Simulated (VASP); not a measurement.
# Bi2Se3 (R-3m) in VASP: single point with PBE

Aim: the single point of Bi2Se3 with PBE.

All numbers are computed with VASP 6.6.1; they aren't measurements. Logs are shortened: lines on timing, memory, paths and dates and some standing lists are left out, and cuts for length are marked.

### 1 The cell of the first run

Symmetry: R-3m, No. 166, trigonal system. The conventional cell has a = 4.189 Å, b = 4.189 Å, c = 31.347 Å, α = 90.00°, β = 90.00°, γ = 120.00°. Within 3.8 Å of Bi (site symmetry 3m) lie 6 Se at 2.88 to 3.11 Å. Within 4.3 Å of Se (site symmetry -3m) lie 6 Bi at 3.11 Å and 12 Se at 4.19 to 4.27 Å. Within 3.8 Å of Se (site symmetry 3m) lie 3 Bi at 2.88 Å.

### 2 Single point, PBE

Contents of INCAR:

```
SYSTEM = Bi2Se3
PREC = Accurate ; ENCUT = 520
EDIFF = 1E-6 ; ISMEAR = 0
SIGMA = 0.05 ; LREAL = .False.
LASPH = .True. ; NELM = 80
ALGO = Normal ; ISIF = 2
LWAVE = .False. ; LCHARG = .False.
GGA = PE ; NBANDS = 32
```

Contents of KPOINTS:

```
regular mesh
0
Gamma
  8 8 8
  0 0 0
```

Contents of POSCAR:

```
Bi2Se3
1.0
    2.0947395623      1.2093984501     10.4490843252
   -2.0947395623      1.2093984501     10.4490843252
    0.0000000000     -2.4187969003     10.4490843252
Bi Se
2 3
Direct
    0.3955622362      0.3955622362      0.3955622362
    0.6044377638      0.6044377638      0.6044377638
    0.0000000000      0.0000000000      0.0000000000
    0.2212482229      0.2212482229      0.2212482229
    0.7787517771      0.7787517771      0.7787517771
```

Potentials or basis: VASP PAW PBE potentials, release 64 (Bi_d, Se).

Command:

```
> cat potpaw_PBE.64/Bi_d/POTCAR potpaw_PBE.64/Se/POTCAR > POTCAR
> mpirun -np 1 vasp_std > vasp.out
```

OUTCAR:

```text
SYSTEM = Bi2Se3
   PREC = Accurate
   ENCUT = 520
   EDIFF = 1E-6
   ISMEAR = 0
   LREAL = .False.
   LASPH = .True.
   NELM = 80
   ISIF = 2
   GGA = PE

 ion  position               nearest neighbor table
   1  0.396  0.396  0.396-   5 2.88   5 2.88   5 2.88   3 3.11   3 3.11   3 3.11
   2  0.604  0.604  0.604-   4 2.88   4 2.88   4 2.88   3 3.11   3 3.11   3 3.11
   3  0.000  0.000  0.000-   2 3.11   1 3.11   2 3.11   2 3.11   1 3.11   1 3.11
   4  0.221  0.221  0.221-   2 2.88   2 2.88   2 2.88
   5  0.779  0.779  0.779-   1 2.88   1 2.88   1 2.88

  LATTYP: Found a trigonal (rhomboedric) cell.
 ALAT       =    10.7253877170
 COS(alpha) =     0.9237106237

  Lattice vectors:

 A1 = (   2.0947395623,   1.2093984501,  10.4490843252)
 A2 = (  -2.0947395623,   1.2093984501,  10.4490843252)
 A3 = (   0.0000000000,  -2.4187969003,  10.4490843252)

Analysis of symmetry for initial positions (statically):
=====================================================================
 Subroutine PRICEL returns:
 Original cell was already a primitive cell.

 Routine SETGRP: Setting up the symmetry group for a
 trigonal (rhombohedral) supercell.

 Subroutine GETGRP returns: Found 12 space group operations
 (whereof 12 operations were pure point group operations)
 out of a pool of 12 trial point group operations.

The static configuration has the point symmetry D_3d.

Analysis of symmetry for dynamics (positions and initial velocities):
=====================================================================
 Subroutine PRICEL returns:
 Original cell was already a primitive cell.

 Routine SETGRP: Setting up the symmetry group for a
 trigonal (rhombohedral) supercell.

 Subroutine GETGRP returns: Found 12 space group operations
 (whereof 12 operations were pure point group operations)
 out of a pool of 12 trial point group operations.

The dynamic configuration has the point symmetry D_3d.

 Subroutine INISYM returns: Found 12 space group operations
 (whereof 12 operations are pure point group operations),
 and found     1 'primitive' translations

----------------------------------------------------------------------------------------

                                     Primitive cell

  volume of cell :     158.8287

  direct lattice vectors                    reciprocal lattice vectors
     2.094739562  1.209398450 10.449084325     0.238693157  0.137809559  0.031900722
    -2.094739562  1.209398450 10.449084325    -0.238693157  0.137809559  0.031900722
     0.000000000 -2.418796900 10.449084325     0.000000000 -0.275619117  0.031900722

  length of vectors
    10.725387717 10.725387717 10.725387717     0.277459103  0.277459103  0.277459103

  position of ions in fractional coordinates (direct lattice)
     0.395562236  0.395562236  0.395562236
     0.604437764  0.604437764  0.604437764
     0.000000000  0.000000000  0.000000000
     0.221248223  0.221248223  0.221248223
     0.778751777  0.778751777  0.778751777

  ion indices of the primitive-cell ions
   primitive index   ion index
                 1           1
                 2           2
                 3           3
                 4           4
                 5           5

----------------------------------------------------------------------------------------

 KPOINTS: regular mesh

Automatic generation of k-mesh.
 Grid dimensions read from file:
 generate k-points for:    8    8    8

 Generating k-lattice:

  Cartesian coordinates                     Fractional coordinates (reciprocal lattice)
     0.029836645  0.017226195  0.003987590     0.125000000  0.000000000  0.000000000
    -0.029836645  0.017226195  0.003987590     0.000000000  0.125000000  0.000000000
     0.000000000 -0.034452390  0.003987590     0.000000000  0.000000000  0.125000000

  Length of vectors
     0.034682388  0.034682388  0.034682388

  Shift w.r.t. Gamma in fractional coordinates (k-lattice)
     0.000000000  0.000000000  0.000000000

 Subroutine IBZKPT returns following result:
 ===========================================

 Found     65 irreducible k-points:

 Following reciprocal coordinates:
            Coordinates               Weight
  0.000000  0.000000  0.000000      1.000000
  0.125000  0.000000  0.000000      6.000000
  0.250000  0.000000  0.000000      6.000000
  0.375000 -0.000000 -0.000000      6.000000
  0.500000  0.000000  0.000000      3.000000
  0.125000  0.125000  0.000000      6.000000
[... 16 lines left out ...]
  0.250000  0.125000  0.125000      6.000000
  0.375000  0.125000  0.125000      6.000000
 [... further k-points ...]
   k-points           NKPTS =     65   k-points in BZ     NKDIM =     65   number of bands    NBANDS=     32
   number of dos      NEDOS =    301   number of ions     NIONS =      5
   total plane-waves  NPLWV = 512000
   dimension x,y,z NGX =    80 NGY =   80 NGZ =   80
   dimension x,y,z NGXF=   160 NGYF=  160 NGZF=  160
   ions per type =               2   3
   NGX,Y,Z   is equivalent  to a cutoff of  12.40, 12.40, 12.40 a.u.
   NGXF,Y,Z  is equivalent  to a cutoff of  24.80, 24.80, 24.80 a.u.
 SYSTEM =  Bi2Se3
   PREC   = accura    normal or accurate (medium, high low for compatibility)
   ISTART =      0    job   : 0-new  1-cont  2-samecut
   ICHARG =      2    charge: 1-file 2-atom 10-const
   ISPIN  =      1    spin polarized calculation?
   LNONCOLLINEAR =      F non collinear calculations
   LSORBIT =      F    spin-orbit coupling
   LASPH  =      T    aspherical Exc in radial PAW
   ENCUT  =  520.0 eV  38.22 Ry    6.18 a.u.  19.94 19.94 19.94*2*pi/ulx,y,z
   NELM   =     80;   NELMIN=  2; NELMDL= -5     # of ELM steps
   EDIFF  = 0.1E-05   stopping-criterion for ELM
   LREAL  =      F    real-space projection
   EDIFFG = 0.1E-04   stopping-criterion for IOM
   NSW    =      0    number of steps for IOM
   IBRION =     -1    ionic relax: 0-MD 1-quasi-New 2-CG
   NFREE  =      0    steps in history (QN), initial steepest desc. (CG)
   ISIF   =      2    stress and relaxation
   ISYM   =      2    0-nonsym 1-usesym 2-fastsym
   POTIM  = 0.5000    time-step for ionic-motion
   TEBEG  =    0.0;   TEEND  =   0.0 temperature during run
   PSTRESS=    0.0 pullay stress
   NELECT =      48.0000    total number of electrons
   NUPDOWN=      -1.0000    fix difference up-down
   EMIN   =  10.00;   EMAX   =-10.00  energy-range for DOS
   EFERMI =   0.00;   METHOD = LEGACY
   ISMEAR =     0;   SIGMA  =   0.05  broadening in eV -4-tet -1-fermi 0-gaus
   EFERMI_NEDOS =   21; number of points for ismear=-14 and -15
   IALGO  =     38    algorithm
   IMIX   =      4    mixing-type and parameters
     AMIX     =   0.40;   BMIX     =  1.00
     AMIX_MAG =   1.60;   BMIX_MAG =  1.00
  volume/ion in A,a.u.               =      31.77       214.37
  Fermi-wavevector in a.u.,A,eV,Ry     =   1.098615  2.076082 16.421624  1.206955
  Thomas-Fermi vector in A             =   2.234996
   LORBIT       =      0    0 simple, 1 ext, 2 COOP (PROOUT), +10 PAW based schemes
   GGA     = PE    functional components
   LHFCALC =     F    Hartree Fock is set to
   AEXX    =    0.0000 exact exchange contribution
   IVDW    =     0    specifies the selected vdW correction
   LEPSILON=     F    determine dielectric tensor
   LRPA    =     F    only Hartree local field effects (RPA)
 non-spin polarized calculation
 Gauss-broadening in eV      SIGMA  =   0.05
  energy-cutoff  :      520.00
  volume of cell :      158.83
 maximum number of plane-waves:      4302
   NGX = 39   NGY = 39   NGZ = 39

 number of electron      47.9999997 magnetization

 Free energy of the ion-electron system (eV)
  ---------------------------------------------------
  ext. energy  EPLUGINS =         0.00000000
  ---------------------------------------------------
  free energy    TOTEN  =       -20.23690914 eV

  energy without entropy =      -20.23690914  energy(sigma->0) =      -20.23690914

 E-fermi :   3.6001     XC(G=0):  -8.8679

 val. band max:        3.3340986897   @ k =   0.0000   0.0000   0.0000
 cond. band min:       4.0493902934   @ k =   0.0000   0.0000   0.0000
 fundamental gap:      0.7152916037
 Fermi energy:         3.6001189716

 k-point     1 :       0.0000    0.0000    0.0000
  band No.  band energies     occupation
      1     -19.3097      2.00000
      2     -19.3097      2.00000
      3     -19.3084      2.00000
      4     -19.3084      2.00000
      5     -19.3051      2.00000
      6     -19.3030      2.00000
[... 24 lines left out ...]
     31       9.7140      0.00000
     32      10.1456      0.00000

 k-point     2 :       0.1250    0.0000    0.0000
  band No.  band energies     occupation
      1     -19.3114      2.00000
      2     -19.3098      2.00000
      3     -19.3064      2.00000
      4     -19.3051      2.00000
      5     -19.3030      2.00000
      6     -19.3010      2.00000
[... 24 lines left out ...]
     31       9.5134      0.00000
     32      10.0588      0.00000

 k-point     3 :       0.2500    0.0000    0.0000
  band No.  band energies     occupation
      1     -19.3166      2.00000
      2     -19.3141      2.00000
      3     -19.3019      2.00000
      4     -19.2995      2.00000
      5     -19.2981      2.00000
      6     -19.2980      2.00000
[... 24 lines left out ...]
     31       8.6097      0.00000
     32      10.1323      0.00000

 k-point     4 :       0.3750   -0.0000   -0.0000
  band No.  band energies     occupation
      1     -19.3227      2.00000
      2     -19.3192      2.00000
      3     -19.3055      2.00000
      4     -19.3013      2.00000
      5     -19.2986      2.00000
      6     -19.2950      2.00000
[... 24 lines left out ...]
     31       8.1632      0.00000
     32      10.3832      0.00000

 k-point     5 :       0.5000    0.0000    0.0000
  band No.  band energies     occupation
      1     -19.3255      2.00000
      2     -19.3215      2.00000
      3     -19.3068      2.00000
      4     -19.3025      2.00000
      5     -19.2990      2.00000
      6     -19.2948      2.00000
[... 584 lines left out ...]
     31       8.6542      0.00000
     32      10.2810      0.00000

 k-point    22 :       0.1250    0.1250    0.1250
  band No.  band energies     occupation
      1     -19.3097      2.00000
      2     -19.3097      2.00000
      3     -19.3084      2.00000
      4     -19.3084      2.00000
      5     -19.3051      2.00000
      6     -19.3030      2.00000
[... 24 lines left out ...]
     31       9.7291      0.00000
     32      10.1434      0.00000

 k-point    23 :       0.2500    0.1250    0.1250
  band No.  band energies     occupation
      1     -19.3114      2.00000
      2     -19.3098      2.00000
      3     -19.3064      2.00000
      4     -19.3051      2.00000
      5     -19.3030      2.00000
      6     -19.3010      2.00000
[... 24 lines left out ...]
     31       9.4797      0.00000
     32      10.1252      0.00000

 k-point    24 :       0.3750    0.1250    0.1250
  band No.  band energies     occupation
      1     -19.3166      2.00000
      2     -19.3141      2.00000
      3     -19.3019      2.00000
      4     -19.2995      2.00000
      5     -19.2982      2.00000
      6     -19.2980      2.00000
[... 24 lines left out ...]
     31       8.6093      0.00000
     32      10.2397      0.00000

 [... further k-points ...]

------------------------ aborting loop because EDIFF is reached ----------------------------------------

  FORCE on cell =-STRESS in cart. coord.  units (eV):
  Direction    XX          YY          ZZ          XY          YZ          ZX
  --------------------------------------------------------------------------------------
  -------------------------------------------------------------------------------------
  Total        0.0165714      0.0165714      0.0195512     -0.0000000     -0.0000000      0.0000000
  in kB        0.1671633      0.1671633      0.1972215     -0.0000000     -0.0000000      0.0000000
  external PRESSURE =       0.1771827 kB  Pullay stress =       0.0000000 kB

 VOLUME and BASIS-vectors are now :
 -----------------------------------------------------------------------------
  energy-cutoff  :      520.00
  volume of cell :      158.83
      direct lattice vectors                 reciprocal lattice vectors
     2.094739562  1.209398450 10.449084325     0.238693157  0.137809559  0.031900722
    -2.094739562  1.209398450 10.449084325    -0.238693157  0.137809559  0.031900722
     0.000000000 -2.418796900 10.449084325     0.000000000 -0.275619117  0.031900722

 POSITION                                       TOTAL-FORCE (eV/Angst)
 -----------------------------------------------------------------------------------
      0.00000     -0.00000     12.39979         0.000000      0.000000     -0.009077
      0.00000     -0.00000     18.94746         0.000000     -0.000000      0.009077
      0.00000      0.00000      0.00000         0.000000      0.000000      0.000000
      0.00000     -0.00000      6.93552         0.000000      0.000000     -0.011069
      0.00000     -0.00000     24.41173         0.000000     -0.000000      0.011069
 -----------------------------------------------------------------------------------
    total drift:                                0.000000     -0.000000     -0.000000

  FREE ENERGIE OF THE ION-ELECTRON SYSTEM (eV)
  ---------------------------------------------------
  free  energy   TOTEN  =       -20.2369091399 eV

  energy  without entropy=      -20.2369091399  energy(sigma->0) =      -20.23690914
```

Wall time 42 min (1 thread of Intel Xeon 8259CL, shared host); peak memory 1.1 GiB.

Results:

| Quantity | Value |
| --- | --- |
| Free energy | -20.2369 eV |
| Pressure | 0.0 GPa |
| Largest force | 0.011 eV/Å |
| Band gap on the k mesh | 0.72 eV |

Forces in eV/Å, atoms in the order of the input:
```
Bi   0.000  0.000 -0.009
Bi   0.000  0.000  0.009
Se   0.000  0.000  0.000
Se   0.000  0.000 -0.011
Se   0.000  0.000  0.011
```

Caveat: spin-orbit coupling is left out, which moves the levels of the heavy elements. A k mesh can miss the band edges.
